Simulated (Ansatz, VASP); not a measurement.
# Tl: VASP beside Ansatz

The input INCAR:

```
SYSTEM = Tl
PREC = Accurate ; ENCUT = 520
EDIFF = 1E-7 ; ISMEAR = 0
SIGMA = 0.1 ; LREAL = .FALSE.
LASPH = .TRUE. ; NELM = 60
ALGO = Fast ; ISIF = 2
LWAVE = .FALSE. ; LCHARG = .FALSE.
GGA = PS ; NBANDS = 34
```

File KPOINTS:

```
regular mesh
0
G
  8 8 14
  0 0 0
```

Contents of POSCAR:

```
Tl
1.0
    4.9891474079      0.0000000000      0.0000000000
    0.0000000000      4.9891474079      0.0000000000
    0.0000000000      0.0000000000      3.1605703735
Tl
4
Direct
    0.5000000000      0.5000000000      0.0000000000
    0.0000000000      0.0000000000      0.0000000000
    0.5000000000      0.0000000000      0.5326640000
    0.0000000000      0.5000000000      0.4673360000
```

Input for Ansatz:

```yaml
crystal:
  lattice:
    - [4.9891474079, 0.0, 0.0]
    - [0.0, 4.9891474079, 0.0]
    - [0.0, 0.0, 3.1605703735]
  atoms:
    - { symbol: Tl, position: [0.5, 0.5, 0.0] }
    - { symbol: Tl, position: [0.0, 0.0, 0.0] }
    - { symbol: Tl, position: [0.5, 0.0, 0.532664] }
    - { symbol: Tl, position: [0.0, 0.5, 0.467336] }
basis:
  ecutwfc: 420
kpoints:
  mp_grid: { grid: [8, 8, 14] }
hamiltonian:
  xc: pbesol
scf:
  occupations: { method: gaussian, width: 0.1 }
output:
  forces: true
  stress: true
  eigenvalues: true
```

Alike in both runs: task single point; functional PBEsol; k mesh 8 × 8 × 14; occupations gaussian, width 0.1 eV; no spin polarisation.

|  | VASP | Ansatz |
| --- | --- | --- |
| version | VASP 6.6.1 | Ansatz 0.2.0 |
| potentials or method | VASP PAW PBE potentials, release 64 (Tl_d), cutoff 520 eV | scalar-relativistic, plane waves, PAW |
| valence electrons in the cell | 52 | 52 |

```csv
,VASP,Ansatz,Ansatz less VASP
gap on the k mesh at the Fermi level (eV),none,none,-
pressure (GPa),38.0,38.0,+0.06
"traceless stress, the component that is largest in VASP (GPa)",1.22,1.23,+0.004
rms of the force components (eV/Å),0.174,0.173,-0.0010
```

VASP's potentials were made for PBE, not for PBEsol. Atom by atom the forces differ by 0.001 eV/Å (rms over components). A gap of «none» marks a metal or a gap that the smearing closes. Both programs put the cell under a high pressure, so it lies far from rest at this level.

Neither program's run includes spin-orbit coupling.
